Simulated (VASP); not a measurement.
SnTe:

```
Sn Te
1.0
     0.00000    3.10960    3.10960
     3.10960    0.00000    3.10960
     3.10960    3.10960    0.00000
Sn Te
1 1
Direct
  0.00000 0.00000 0.00000
  0.50000 0.50000 0.50000
```

This cell differs from its parent crystal: strain -2.5%.

Base run:

```yaml
Program: VASP 6.6.1
Functional: r2SCAN
Potentials_or_basis: VASP PAW PBE potentials, release 64 (Sn_d, Te)
Cutoff: 520 eV
k_mesh: 8 × 8 × 8
Occupations: fermi-dirac, width 0.02 eV
Spin: no spin polarisation
```

Its results: band gap on the k mesh 0.10 eV; pressure 3.7 GPa.

Question: The run is repeated on the same cell with these changes: functional from r2SCAN to PBE; further incar settings from ALGO = Normal; EDIFF = 1e-07; NBANDS = 17 to ALGO = Normal; EDIFF = 1e-06; NBANDS = 17. What comes out?

Answer: Band gap on the k mesh 0.22 eV; pressure 4.5 GPa.

Caveats: the cell stands under pressure; spin-orbit coupling is left out, which moves the levels of the heavy elements; the PAW data sets were made with another functional, which shifts forces and pressure a little (at least some runs).

A k mesh can miss the band edges.
